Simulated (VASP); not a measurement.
# Al2O3 (I4_132) in VASP: a series of runs

Al2O3 is run at these levels: PBE; tasks: single point.

All numbers are computed with VASP 6.6.1; they aren't measurements. Logs are shortened: lines on timing, memory, paths and dates and some standing lists are left out, and cuts for length are marked.

## 1. The cell of the first run

It takes space group I4_132 (No. 214, cubic). Conventional cell: a = 9.137 Å, b = 9.137 Å, c = 9.137 Å, α = 90.00°, β = 90.00°, γ = 90.00°. Al (site symmetry 32) has 3 O at 1.62 Å within 2.1 Å. Within 2.1 Å of O (site symmetry 222) lie 2 Al at 1.62 Å.

## 2. Single point, PBE

The input, INCAR:

```
SYSTEM = Al2O3
ALGO = Normal
EDIFF = 1E-6
ENCUT = 520
GGA = PE
ISIF = 2
ISMEAR = 0
LASPH = .True.
LCHARG = .True.
LELF = .True.
LREAL = .False.
LVHAR = .True.
LWAVE = .False.
NBANDS = 35
NELM = 60
PREC = Accurate
SIGMA = 0.1
```

The input, KPOINTS:

```
k-points
0
Gamma
  4 4 4
  0 0 0
```

The input, POSCAR:

```
Al2O3
1.0
   -4.5686009300      4.5686009300      4.5686009300
    4.5686009300     -4.5686009300      4.5686009300
    4.5686009300      4.5686009300     -4.5686009300
Al O
4 6
Direct
    0.7500000000      0.7500000000      0.7500000000
    0.5000000000      0.0000000000      0.7500000000
    0.0000000000      0.7500000000      0.5000000000
    0.7500000000      0.5000000000      0.0000000000
    0.6250000000      0.8750000000      0.7500000000
    0.8750000000      0.7500000000      0.6250000000
    0.7500000000      0.6250000000      0.8750000000
    0.2500000000      0.8750000000      0.6250000000
    0.6250000000      0.2500000000      0.8750000000
    0.8750000000      0.6250000000      0.2500000000
```

Potentials or basis: VASP PAW PBE potentials, release 64 (Al, O).

Command:

```bash
$ cat potpaw_PBE.64/Al/POTCAR potpaw_PBE.64/O/POTCAR > POTCAR
$ mpirun -np 1 vasp_std > vasp.out
```

OUTCAR:

```text
SYSTEM = Al2O3
   EDIFF = 1E-6
   ENCUT = 520
   GGA = PE
   ISIF = 2
   ISMEAR = 0
   LASPH = .True.
   LREAL = .False.
   NELM = 60
   PREC = Accurate

 ion  position               nearest neighbor table
   1  0.750  0.750  0.750-   5 1.62   6 1.62   7 1.62   2 3.23   3 3.23   4 3.23
   2  0.500  0.000  0.750-   5 1.62   8 1.62   9 1.62   1 3.23   4 3.23   3 3.23
   3  0.000  0.750  0.500-   6 1.62  10 1.62   8 1.62   1 3.23   4 3.23   2 3.23
   4  0.750  0.500  0.000-   7 1.62  10 1.62   9 1.62   3 3.23   1 3.23   2 3.23
   5  0.625  0.875  0.750-   1 1.62   2 1.62
   6  0.875  0.750  0.625-   1 1.62   3 1.62
   7  0.750  0.625  0.875-   1 1.62   4 1.62
   8  0.250  0.875  0.625-   2 1.62   3 1.62
   9  0.625  0.250  0.875-   2 1.62   4 1.62
  10  0.875  0.625  0.250-   3 1.62   4 1.62

  LATTYP: Found a body centered cubic cell.
 ALAT       =     9.1372018600

  Lattice vectors:

 A1 = (  -4.5686009300,   4.5686009300,   4.5686009300)
 A2 = (   4.5686009300,  -4.5686009300,   4.5686009300)
 A3 = (   4.5686009300,   4.5686009300,  -4.5686009300)

Analysis of symmetry for initial positions (statically):
=====================================================================
 Subroutine PRICEL returns:
 Original cell was already a primitive cell.

 Routine SETGRP: Setting up the symmetry group for a
 body centered cubic supercell.

 Subroutine GETGRP returns: Found 24 space group operations
 (whereof  3 operations were pure point group operations)
 out of a pool of 48 trial point group operations.

The static configuration has the point symmetry C_3 .
 The point group associated with its full space group is O   .

Analysis of symmetry for dynamics (positions and initial velocities):
=====================================================================
 Subroutine PRICEL returns:
 Original cell was already a primitive cell.

 Routine SETGRP: Setting up the symmetry group for a
 body centered cubic supercell.

 Subroutine GETGRP returns: Found 24 space group operations
 (whereof  3 operations were pure point group operations)
 out of a pool of 48 trial point group operations.

The dynamic configuration has the point symmetry C_3 .
 The point group associated with its full space group is O   .

 Subroutine INISYM returns: Found 24 space group operations
 (whereof  3 operations are pure point group operations),
 and found     1 'primitive' translations

----------------------------------------------------------------------------------------

                                     Primitive cell

  volume of cell :     381.4254

  direct lattice vectors                    reciprocal lattice vectors
    -4.568600930  4.568600930  4.568600930     0.000000000  0.109442695  0.109442695
     4.568600930 -4.568600930  4.568600930     0.109442695  0.000000000  0.109442695
     4.568600930  4.568600930 -4.568600930     0.109442695  0.109442695  0.000000000

  length of vectors
     7.913048930  7.913048930  7.913048930     0.154775344  0.154775344  0.154775344

  position of ions in fractional coordinates (direct lattice)
     0.750000000  0.750000000  0.750000000
     0.500000000  0.000000000  0.750000000
     0.000000000  0.750000000  0.500000000
     0.750000000  0.500000000  0.000000000
     0.625000000  0.875000000  0.750000000
     0.875000000  0.750000000  0.625000000
     0.750000000  0.625000000  0.875000000
     0.250000000  0.875000000  0.625000000
     0.625000000  0.250000000  0.875000000
     0.875000000  0.625000000  0.250000000

  ion indices of the primitive-cell ions
   primitive index   ion index
                 1           1
                 2           2
                 3           3
                 4           4
                 5           5
                 6           6
                 7           7
                 8           8
                 9           9
                10          10

----------------------------------------------------------------------------------------

 KPOINTS: k-points

Automatic generation of k-mesh.
 Grid dimensions read from file:
 generate k-points for:    4    4    4

 Generating k-lattice:

  Cartesian coordinates                     Fractional coordinates (reciprocal lattice)
     0.000000000  0.027360674  0.027360674     0.250000000  0.000000000  0.000000000
     0.027360674  0.000000000  0.027360674     0.000000000  0.250000000  0.000000000
     0.027360674  0.027360674  0.000000000     0.000000000  0.000000000  0.250000000

  Length of vectors
     0.038693836  0.038693836  0.038693836

  Shift w.r.t. Gamma in fractional coordinates (k-lattice)
     0.000000000  0.000000000  0.000000000

 Subroutine IBZKPT returns following result:
 ===========================================

 Found      8 irreducible k-points:

 Following reciprocal coordinates:
            Coordinates               Weight
  0.000000  0.000000  0.000000      1.000000
  0.250000  0.000000  0.000000     12.000000
  0.500000  0.000000  0.000000      6.000000
  0.250000  0.250000  0.000000     24.000000
  0.250000  0.250000  0.250000      2.000000
 -0.250000  0.250000  0.250000      6.000000
  0.500000  0.500000  0.250000     12.000000
  0.500000  0.500000  0.500000      1.000000
   k-points           NKPTS =      8   k-points in BZ     NKDIM =      8   number of bands    NBANDS=     35
   number of dos      NEDOS =    301   number of ions     NIONS =     10
   total plane-waves  NPLWV = 216000
   dimension x,y,z NGX =    60 NGY =   60 NGZ =   60
   dimension x,y,z NGXF=   120 NGYF=  120 NGZF=  120
   ions per type =               4   6
   NGX,Y,Z   is equivalent  to a cutoff of  12.61, 12.61, 12.61 a.u.
   NGXF,Y,Z  is equivalent  to a cutoff of  25.21, 25.21, 25.21 a.u.
 SYSTEM =  Al2O3
   PREC   = accura    normal or accurate (medium, high low for compatibility)
   ISTART =      0    job   : 0-new  1-cont  2-samecut
   ICHARG =      2    charge: 1-file 2-atom 10-const
   ISPIN  =      1    spin polarized calculation?
   LNONCOLLINEAR =      F non collinear calculations
   LSORBIT =      F    spin-orbit coupling
   LASPH  =      T    aspherical Exc in radial PAW
   ENCUT  =  520.0 eV  38.22 Ry    6.18 a.u.  14.71 14.71 14.71*2*pi/ulx,y,z
   NELM   =     60;   NELMIN=  2; NELMDL= -5     # of ELM steps
   EDIFF  = 0.1E-05   stopping-criterion for ELM
   LREAL  =      F    real-space projection
   EDIFFG = 0.1E-04   stopping-criterion for IOM
   NSW    =      0    number of steps for IOM
   IBRION =     -1    ionic relax: 0-MD 1-quasi-New 2-CG
   NFREE  =      0    steps in history (QN), initial steepest desc. (CG)
   ISIF   =      2    stress and relaxation
   ISYM   =      2    0-nonsym 1-usesym 2-fastsym
   POTIM  = 0.5000    time-step for ionic-motion
   TEBEG  =    0.0;   TEEND  =   0.0 temperature during run
   PSTRESS=    0.0 pullay stress
   NELECT =      48.0000    total number of electrons
   NUPDOWN=      -1.0000    fix difference up-down
   EMIN   =  10.00;   EMAX   =-10.00  energy-range for DOS
   EFERMI =   0.00;   METHOD = LEGACY
   ISMEAR =     0;   SIGMA  =   0.10  broadening in eV -4-tet -1-fermi 0-gaus
   EFERMI_NEDOS =   21; number of points for ismear=-14 and -15
   IALGO  =     38    algorithm
   IMIX   =      4    mixing-type and parameters
     AMIX     =   0.40;   BMIX     =  1.00
     AMIX_MAG =   1.60;   BMIX_MAG =  1.00
  volume/ion in A,a.u.               =      38.14       257.40
  Fermi-wavevector in a.u.,A,eV,Ry     =   0.820387  1.550306  9.157191  0.673035
  Thomas-Fermi vector in A             =   1.931360
   LORBIT       =      0    0 simple, 1 ext, 2 COOP (PROOUT), +10 PAW based schemes
   GGA     = PE    functional components
   LHFCALC =     F    Hartree Fock is set to
   AEXX    =    0.0000 exact exchange contribution
   IVDW    =     0    specifies the selected vdW correction
   LEPSILON=     F    determine dielectric tensor
   LRPA    =     F    only Hartree local field effects (RPA)
 non-spin polarized calculation
 Gauss-broadening in eV      SIGMA  =   0.10
  energy-cutoff  :      520.00
  volume of cell :      381.43
 maximum number of plane-waves:     10332
 NGX is ok and might be reduce to    60
   NGX = 29   NGY = 29   NGZ = 29

 number of electron      48.0000030 magnetization

 Free energy of the ion-electron system (eV)
  ---------------------------------------------------
  ext. energy  EPLUGINS =         0.00000000
  ---------------------------------------------------
  free energy    TOTEN  =       -68.11475596 eV

  energy without entropy =      -68.11475596  energy(sigma->0) =      -68.11475596

 E-fermi :  -3.4289     XC(G=0):  -4.4295

 val. band max:       -3.9451244027   @ k =   0.2500   0.2500   0.0000
 cond. band min:       0.3161125870   @ k =   0.0000   0.0000   0.0000
 fundamental gap:      4.2612369897
 Fermi energy:        -3.4289306419

 k-point     1 :       0.0000    0.0000    0.0000
  band No.  band energies     occupation
      1     -20.7957      2.00000
      2     -20.2096      2.00000
      3     -20.2096      2.00000
      4     -20.2096      2.00000
      5     -19.8749      2.00000
      6     -19.8749      2.00000
[... 27 lines left out ...]
     34       4.5827      0.00000
     35       4.6058      0.00000

 k-point     2 :       0.2500    0.0000    0.0000
  band No.  band energies     occupation
      1     -20.7564      2.00000
      2     -20.3955      2.00000
      3     -20.2101      2.00000
      4     -20.0624      2.00000
      5     -19.8746      2.00000
      6     -19.8743      2.00000
[... 27 lines left out ...]
     34       4.9217      0.00000
     35       4.9758      0.00000
[... 188 lines left out ...]
     34       5.1241      0.00000
     35       5.2246      0.00000

 k-point     8 :       0.5000    0.5000    0.5000
  band No.  band energies     occupation
      1     -20.5157      2.00000
      2     -20.5157      2.00000
      3     -20.5157      2.00000
      4     -19.8735      2.00000
      5     -19.8735      2.00000
      6     -19.8735      2.00000
[... 27 lines left out ...]
     34       5.0524      0.00000
     35       5.0526      0.00000

------------------------ aborting loop because EDIFF is reached ----------------------------------------

  FORCE on cell =-STRESS in cart. coord.  units (eV):
  Direction    XX          YY          ZZ          XY          YZ          ZX
  --------------------------------------------------------------------------------------
  -------------------------------------------------------------------------------------
  Total       17.3292277     17.3292277     17.3292277     -0.0000000     -0.0000000      0.0000000
  in kB       72.7914092     72.7914092     72.7914092     -0.0000000     -0.0000000      0.0000000
  external PRESSURE =      72.7914092 kB  Pullay stress =       0.0000000 kB

 VOLUME and BASIS-vectors are now :
 -----------------------------------------------------------------------------
  energy-cutoff  :      520.00
  volume of cell :      381.43
      direct lattice vectors                 reciprocal lattice vectors
    -4.568600930  4.568600930  4.568600930     0.000000000  0.109442695  0.109442695
     4.568600930 -4.568600930  4.568600930     0.109442695  0.000000000  0.109442695
     4.568600930  4.568600930 -4.568600930     0.109442695  0.109442695  0.000000000

 POSITION                                       TOTAL-FORCE (eV/Angst)
 -----------------------------------------------------------------------------------
      3.42645      3.42645      3.42645        -0.000000      0.000000     -0.000000
      1.14215      5.71075     -1.14215        -0.000000      0.000000     -0.000000
      5.71075     -1.14215      1.14215         0.000000     -0.000000     -0.000000
     -1.14215      1.14215      5.71075         0.000000     -0.000000      0.000000
      4.56860      2.28430      3.42645        -0.000000     -0.000000     -0.000000
      2.28430      3.42645      4.56860        -0.000000     -0.000000     -0.000000
      3.42645      4.56860      2.28430        -0.000000      0.000000     -0.000000
      5.71075      0.00000      2.28430        -0.000000     -0.000000      0.000000
      2.28430      5.71075     -0.00000        -0.000000      0.000000     -0.000000
     -0.00000      2.28430      5.71075        -0.000000      0.000000     -0.000000
 -----------------------------------------------------------------------------------
    total drift:                                0.000000     -0.000000     -0.000000

  FREE ENERGIE OF THE ION-ELECTRON SYSTEM (eV)
  ---------------------------------------------------
  free  energy   TOTEN  =       -68.1147559621 eV

  energy  without entropy=      -68.1147559621  energy(sigma->0) =      -68.11475596
```

Wall time 96 s (1 thread of AMD EPYC 9R45 (Zen 5), shared host); peak memory 0.48 GiB.

Results:

| Quantity | Value |
| --- | --- |
| Free energy | -68.1148 eV |
| Pressure | 7.3 GPa |
| Band gap on the k mesh | 4.26 eV, indirect (least direct gap 4.47 eV) |

## 3. Single point, PBE

This run uses another cell than the first one, of 43.20 Å³/atom, 1.133 times its volume.

The input, INCAR:

```
SYSTEM = Al2O3
PREC = Accurate
ENCUT = 520
EDIFF = 1E-7
ISMEAR = 0
SIGMA = 0.1
LREAL = .False.
LASPH = .True.
NELM = 100
ALGO = Normal
ISIF = 2
LWAVE = .False.
LCHARG = .False.
GGA = PE
NBANDS = 35
```

The input, KPOINTS:

```
Automatic mesh
0
Gamma
  4 4 4
  0 0 0
```

Changes to POSCAR since step 2:

```diff
@@ -2,5 +2,5 @@
 1.0
-   -4.5686009300      4.5686009300      4.5686009300
-    4.5686009300     -4.5686009300      4.5686009300
-    4.5686009300      4.5686009300     -4.5686009300
+   -4.7621163824      4.7621163824      4.7621163824
+    4.7621163824     -4.7621163824      4.7621163824
+    4.7621163824      4.7621163824     -4.7621163824
 Al O
```

Potentials or basis: VASP PAW PBE potentials, release 64 (Al, O).

Command:

```bash
$ cat potpaw_PBE.64/Al/POTCAR potpaw_PBE.64/O/POTCAR > POTCAR
$ mpirun -np 1 vasp_std > vasp.out
```

OUTCAR:

```text
SYSTEM = Al2O3
   PREC = Accurate
   ENCUT = 520
   EDIFF = 1E-7
   ISMEAR = 0
   LREAL = .False.
   LASPH = .True.
   NELM = 100
   ISIF = 2
   GGA = PE

 ion  position               nearest neighbor table
   1  0.750  0.750  0.750-   5 1.68   6 1.68   7 1.68
   2  0.500  0.000  0.750-   5 1.68   8 1.68   9 1.68
   3  0.000  0.750  0.500-   6 1.68   8 1.68  10 1.68
   4  0.750  0.500  0.000-   7 1.68   9 1.68  10 1.68
   5  0.625  0.875  0.750-   1 1.68   2 1.68
   6  0.875  0.750  0.625-   1 1.68   3 1.68
   7  0.750  0.625  0.875-   1 1.68   4 1.68
   8  0.250  0.875  0.625-   2 1.68   3 1.68
   9  0.625  0.250  0.875-   2 1.68   4 1.68
  10  0.875  0.625  0.250-   3 1.68   4 1.68

  LATTYP: Found a body centered cubic cell.
 ALAT       =     9.5242327648

  Lattice vectors:

 A1 = (  -4.7621163824,   4.7621163824,   4.7621163824)
 A2 = (   4.7621163824,  -4.7621163824,   4.7621163824)
 A3 = (   4.7621163824,   4.7621163824,  -4.7621163824)

[... 182 lines left out ...]

 k-point     1 :       0.0000    0.0000    0.0000
  band No.  band energies     occupation
      1     -20.7664      2.00000
      2     -20.2809      2.00000
      3     -20.2809      2.00000
      4     -20.2809      2.00000
      5     -20.0075      2.00000
      6     -20.0075      2.00000
[... 293 lines left out ...]
     34       4.2237      0.00000
     35       4.2239      0.00000

------------------------ aborting loop because EDIFF is reached ----------------------------------------

  FORCE on cell =-STRESS in cart. coord.  units (eV):
  Direction    XX          YY          ZZ          XY          YZ          ZX
  --------------------------------------------------------------------------------------
  -------------------------------------------------------------------------------------
  Total        0.3587751      0.3587751      0.3587751      0.0000000     -0.0000000      0.0000000
  in kB        1.3306778      1.3306778      1.3306778      0.0000000     -0.0000000      0.0000000
  external PRESSURE =       1.3306778 kB  Pullay stress =       0.0000000 kB

 VOLUME and BASIS-vectors are now :
 -----------------------------------------------------------------------------
  energy-cutoff  :      520.00
  volume of cell :      431.98
      direct lattice vectors                 reciprocal lattice vectors
    -4.762116382  4.762116382  4.762116382     0.000000000  0.104995334  0.104995334
     4.762116382 -4.762116382  4.762116382     0.104995334  0.000000000  0.104995334
     4.762116382  4.762116382 -4.762116382     0.104995334  0.104995334  0.000000000

 POSITION                                       TOTAL-FORCE (eV/Angst)
 -----------------------------------------------------------------------------------
      3.57159      3.57159      3.57159         0.000000     -0.000000      0.000000
      1.19053      5.95265     -1.19053        -0.000000     -0.000000     -0.000000
      5.95265     -1.19053      1.19053        -0.000000      0.000000      0.000000
     -1.19053      1.19053      5.95265         0.000000      0.000000     -0.000000
      4.76212      2.38106      3.57159         0.000000     -0.000000      0.000000
      2.38106      3.57159      4.76212         0.000000     -0.000000      0.000000
      3.57159      4.76212      2.38106         0.000000     -0.000000     -0.000000
      5.95265      0.00000      2.38106         0.000000     -0.000000      0.000000
      2.38106      5.95265      0.00000         0.000000     -0.000000      0.000000
      0.00000      2.38106      5.95265         0.000000     -0.000000      0.000000
 -----------------------------------------------------------------------------------
    total drift:                                0.000000     -0.000000     -0.000000

  FREE ENERGIE OF THE ION-ELECTRON SYSTEM (eV)
  ---------------------------------------------------
  free  energy   TOTEN  =       -69.1909772322 eV

  energy  without entropy=      -69.1909772322  energy(sigma->0) =      -69.19097723
```

OSZICAR:

```text
N       E                     dE             d eps       ncg     rms          rms(c)
DAV:   1     0.411110424147E+03    0.41111E+03   -0.18294E+04   576   0.105E+03
DAV:   2    -0.786719105908E+01   -0.41898E+03   -0.39773E+03   807   0.251E+02
DAV:   3    -0.851876990045E+02   -0.77321E+02   -0.76802E+02   701   0.119E+02
DAV:   4    -0.868492883807E+02   -0.16616E+01   -0.16603E+01   640   0.209E+01
DAV:   5    -0.868745959330E+02   -0.25308E-01   -0.25299E-01   679   0.242E+00    0.230E+01
DAV:   6    -0.699630969319E+02    0.16911E+02   -0.70291E+01   598   0.387E+01    0.853E+00
DAV:   7    -0.695768957555E+02    0.38620E+00   -0.15951E+00   628   0.563E+00    0.440E+00
DAV:   8    -0.692133680102E+02    0.36353E+00   -0.26033E-01   665   0.331E+00    0.966E-01
DAV:   9    -0.691534385835E+02    0.59929E-01   -0.87937E-02   676   0.132E+00    0.505E-01
DAV:  10    -0.691793831369E+02   -0.25945E-01   -0.14055E-02   614   0.516E-01    0.235E-01
DAV:  11    -0.691867832350E+02   -0.74001E-02   -0.45581E-03   623   0.407E-01    0.133E-01
DAV:  12    -0.691908179888E+02   -0.40348E-02   -0.15698E-03   611   0.227E-01    0.265E-02
DAV:  13    -0.691909667521E+02   -0.14876E-03   -0.11352E-04   623   0.664E-02    0.103E-02
DAV:  14    -0.691909774317E+02   -0.10680E-04   -0.13892E-05   606   0.248E-02    0.420E-03
DAV:  15    -0.691909772287E+02    0.20293E-06   -0.23354E-06   666   0.774E-03    0.108E-03
DAV:  16    -0.691909772322E+02   -0.34715E-08   -0.11593E-07   450   0.189E-03
   1 F= -.69190977E+02 E0= -.69190977E+02  d E =-.329862E-10
```

Run time: 1.9 min. Hardware: 1 thread of AMD EPYC 9R45 (Zen 5), shared host; peak memory 0.57 GiB.

Results:

| Quantity | Value |
| --- | --- |
| Free energy | -69.1910 eV |
| Pressure | 0.1 GPa |
| Band gap on the k mesh | 4.02 eV, indirect (least direct gap 4.20 eV) |

Levels at points of the mesh, in eV from the valence-band top:
```tsv
k point	band 21	band 22	band 23	band 24	band 25	band 26	band 27	band 28
(0.00, 0.00, 0.00)	-0.37	-0.18	-0.18	-0.18	4.02	6.91	6.91	6.91
(0.50, 0.00, 0.00)	-0.53	-0.20	-0.09	0.00	4.75	5.36	6.51	6.76
(0.50, 0.50, 0.50)	-0.70	0.00	0.00	0.00	5.61	5.61	5.61	6.35
```

A k mesh can miss the band edges. A hybrid or GW would open this gap; PBE tends to underestimate it.

(Continued in part 2 of 2.)
